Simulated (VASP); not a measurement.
# As (Pm-3n) in VASP: single point with BLYP

Aim: the single point of As with BLYP.

Everything below comes from runs of VASP 6.6.1. Logs are shortened: lines on timing, memory, paths and dates and some standing lists are left out, and cuts for length are marked.

**1. The cell of the first run**

The structure is cubic, space group Pm-3n (No. 223). The conventional cell has a = 5.582 Å, b = 5.582 Å, c = 5.582 Å, α = 90.00°, β = 90.00°, γ = 90.00°. Within 4.1 Å of As (site symmetry m-3) lie 12 As at 3.12 Å. Within 3.7 Å of As (site symmetry -4m2) lie 14 As at 2.79 to 3.42 Å.

**2. Single point, BLYP**

File INCAR:

```
PREC = Accurate
ENCUT = 520
EDIFF = 1E-6
ISMEAR = -1
SIGMA = 0.1
LREAL = F
LASPH = T
NELM = 100
ALGO = Normal
ISIF = 2
LWAVE = F
LCHARG = F
GGA = B5
ALDAX = 1.0
AGGAX = 1.0
AGGAC = 1.0
ALDAC = 0.0
NBANDS = 30
```

File KPOINTS:

```
regular mesh
0
Gamma
  6 6 6
```

File POSCAR:

```
As
1.0
    5.5816227565      0.0000000000      0.0000000000
    0.0000000000      5.5816227565      0.0000000000
    0.0000000000      0.0000000000      5.5816227565
As
8
Direct
    0.0000000000      1.0000000000      0.0000000000
    0.5000000000      0.5000000000      0.5000000000
    0.2500000000      0.0000000000      0.5000000000
    0.7500000000      1.0000000000      0.5000000000
    0.5000000000      0.2500000000      0.0000000000
    0.5000000000      0.7500000000      0.0000000000
    1.0000000000      0.5000000000      0.2500000000
    1.0000000000      0.5000000000      0.7500000000
```

Potentials or basis: VASP PAW PBE potentials, release 64 (As).

Started as:

```sh
cat potpaw_PBE.64/As/POTCAR > POTCAR
mpirun -np 1 vasp_std > vasp.out
```

OUTCAR:

```text
PREC = Accurate
   ENCUT = 520
   EDIFF = 1E-6
   ISMEAR = -1
   LREAL = F
   LASPH = T
   NELM = 100
   ISIF = 2
   GGA = B5

 ion  position               nearest neighbor table
   1  0.000  0.000  0.000-
   2  0.500  0.500  0.500-
   3  0.250  0.000  0.500-   4 2.79   4 2.79
   4  0.750  0.000  0.500-   3 2.79   3 2.79
   5  0.500  0.250  0.000-   6 2.79   6 2.79
   6  0.500  0.750  0.000-   5 2.79   5 2.79
   7  0.000  0.500  0.250-   8 2.79   8 2.79
   8  0.000  0.500  0.750-   7 2.79   7 2.79

  LATTYP: Found a simple cubic cell.
 ALAT       =     5.5816227565

  Lattice vectors:

 A1 = (   5.5816227565,   0.0000000000,   0.0000000000)
 A2 = (   0.0000000000,   5.5816227565,   0.0000000000)
 A3 = (   0.0000000000,   0.0000000000,   5.5816227565)

Analysis of symmetry for initial positions (statically):
=====================================================================
 Subroutine PRICEL returns:
 Original cell was already a primitive cell.

 Routine SETGRP: Setting up the symmetry group for a
 simple cubic supercell.

 Subroutine GETGRP returns: Found 48 space group operations
 (whereof 24 operations were pure point group operations)
 out of a pool of 48 trial point group operations.

The static configuration has the point symmetry T_h .
 The point group associated with its full space group is O_h .

Analysis of symmetry for dynamics (positions and initial velocities):
=====================================================================
 Subroutine PRICEL returns:
 Original cell was already a primitive cell.

 Routine SETGRP: Setting up the symmetry group for a
 simple cubic supercell.

 Subroutine GETGRP returns: Found 48 space group operations
 (whereof 24 operations were pure point group operations)
 out of a pool of 48 trial point group operations.

The dynamic configuration has the point symmetry T_h .
 The point group associated with its full space group is O_h .

 Subroutine INISYM returns: Found 48 space group operations
 (whereof 24 operations are pure point group operations),
 and found     1 'primitive' translations

[... 100 lines left out ...]
   NELM   =    100;   NELMIN=  2; NELMDL= -5     # of ELM steps
   EDIFF  = 0.1E-05   stopping-criterion for ELM
   LREAL  =      F    real-space projection
   EDIFFG = 0.1E-04   stopping-criterion for IOM
   NSW    =      0    number of steps for IOM
   IBRION =     -1    ionic relax: 0-MD 1-quasi-New 2-CG
   NFREE  =      0    steps in history (QN), initial steepest desc. (CG)
   ISIF   =      2    stress and relaxation
   ISYM   =      2    0-nonsym 1-usesym 2-fastsym
   POTIM  = 0.5000    time-step for ionic-motion
   TEBEG  =    0.0;   TEEND  =   0.0 temperature during run
   PSTRESS=    0.0 pullay stress
   NELECT =      40.0000    total number of electrons
   NUPDOWN=      -1.0000    fix difference up-down
   EMIN   =  10.00;   EMAX   =-10.00  energy-range for DOS
   EFERMI =   0.00;   METHOD = LEGACY
   ISMEAR =    -1;   SIGMA  =   0.10  broadening in eV -4-tet -1-fermi 0-gaus
   EFERMI_NEDOS =   21; number of points for ismear=-14 and -15
   IALGO  =     38    algorithm
   IMIX   =      4    mixing-type and parameters
     AMIX     =   0.40;   BMIX     =  1.00
     AMIX_MAG =   1.60;   BMIX_MAG =  1.00
  volume/ion in A,a.u.               =      21.74       146.69
  Fermi-wavevector in a.u.,A,eV,Ry     =   1.003077  1.895541 13.689690  1.006164
  Thomas-Fermi vector in A             =   2.135606
   LORBIT       =      0    0 simple, 1 ext, 2 COOP (PROOUT), +10 PAW based schemes
   GGA     = B5    functional components
   LHFCALC =     F    Hartree Fock is set to
   AEXX    =    0.0000 exact exchange contribution
   IVDW    =     0    specifies the selected vdW correction
   LEPSILON=     F    determine dielectric tensor
   LRPA    =     F    only Hartree local field effects (RPA)
 non-spin polarized calculation
  energy-cutoff  :      520.00
  volume of cell :      173.89
 maximum number of plane-waves:      4709
 NGX is ok and might be reduce to    42
   NGX = 21   NGY = 21   NGZ = 21

 number of electron      40.0000007 magnetization

 Free energy of the ion-electron system (eV)
  ---------------------------------------------------
  ext. energy  EPLUGINS =         0.00000000
  ---------------------------------------------------
  free energy    TOTEN  =       -25.93106636 eV

  energy without entropy =      -25.71410856  energy(sigma->0) =      -25.82258746

 E-fermi :   5.5660     XC(G=0):  -9.5133

 val. band max:        5.5563898975   @ k =   0.3333   0.1667   0.1667
 cond. band min:       5.5875209684   @ k =   0.3333   0.3333   0.0000
 fundamental gap:      0.0311310709
 Fermi energy:         5.5660240420

 k-point     1 :       0.0000    0.0000    0.0000
  band No.  band energies     occupation
      1      -8.5405      2.00000
      2      -5.6581      2.00000
      3      -5.6581      2.00000
      4      -5.3306      2.00000
      5      -3.7859      2.00000
      6      -3.7859      2.00000
[... 649 lines left out ...]
     29       6.3753      0.00061
     30       6.3753      0.00061

------------------------ aborting loop because EDIFF is reached ----------------------------------------

  FORCE on cell =-STRESS in cart. coord.  units (eV):
  Direction    XX          YY          ZZ          XY          YZ          ZX
  --------------------------------------------------------------------------------------
  -------------------------------------------------------------------------------------
  Total        0.1898182      0.1898182      0.1898182      0.0000000     -0.0000000      0.0000000
  in kB        1.7489080      1.7489080      1.7489080      0.0000000     -0.0000000      0.0000000
  external PRESSURE =       1.7489080 kB  Pullay stress =       0.0000000 kB

 VOLUME and BASIS-vectors are now :
 -----------------------------------------------------------------------------
  energy-cutoff  :      520.00
  volume of cell :      173.89
      direct lattice vectors                 reciprocal lattice vectors
     5.581622756  0.000000000  0.000000000     0.179159367  0.000000000  0.000000000
     0.000000000  5.581622756  0.000000000     0.000000000  0.179159367  0.000000000
     0.000000000  0.000000000  5.581622756     0.000000000  0.000000000  0.179159367

 POSITION                                       TOTAL-FORCE (eV/Angst)
 -----------------------------------------------------------------------------------
      0.00000      0.00000      0.00000         0.000000      0.000000      0.000000
      2.79081      2.79081      2.79081         0.000000      0.000000      0.000000
      1.39541      0.00000      2.79081        -0.000000     -0.000000      0.000000
      4.18622      0.00000      2.79081         0.000000     -0.000000     -0.000000
      2.79081      1.39541      0.00000         0.000000      0.000000      0.000000
      2.79081      4.18622      0.00000        -0.000000      0.000000     -0.000000
      0.00000      2.79081      1.39541         0.000000     -0.000000     -0.000000
      0.00000      2.79081      4.18622        -0.000000      0.000000      0.000000
 -----------------------------------------------------------------------------------
    total drift:                                0.000000     -0.000000     -0.000000

  FREE ENERGIE OF THE ION-ELECTRON SYSTEM (eV)
  ---------------------------------------------------
  free  energy   TOTEN  =       -25.9310663638 eV

  energy  without entropy=      -25.7141085612  energy(sigma->0) =      -25.82258746
```

Run time: 2.3 min. Hardware: 1 thread of Intel Xeon Platinum 8375C at 2.90GHz (Ice Lake), shared host; peak memory 0.28 GiB.

Results:

```yaml
Free_energy: -25.9311 eV
Pressure: 0.2 GPa
Band_gap_on_the_k_mesh: zero (bands 20 and 21 overlap by 0.44 eV)
```

Levels at points of the mesh, in eV from the Fermi level:
```csv
k point,band 18,band 19,band 20,band 21,band 22,band 23
"(0.00, 0.00, 0.00)",-1.46,-1.46,-1.46,0.83,0.83,0.83
"(0.50, 0.00, 0.00)",-1.15,-0.56,-0.56,0.12,0.12,0.92
"(0.50, 0.50, 0.00)",-1.28,-0.56,-0.11,-0.01,0.52,1.02
"(0.50, 0.50, 0.50)",0.12,0.12,0.12,0.12,0.12,0.19
```

Caveat: the PAW data sets were made with another functional, which shifts forces and pressure a little.
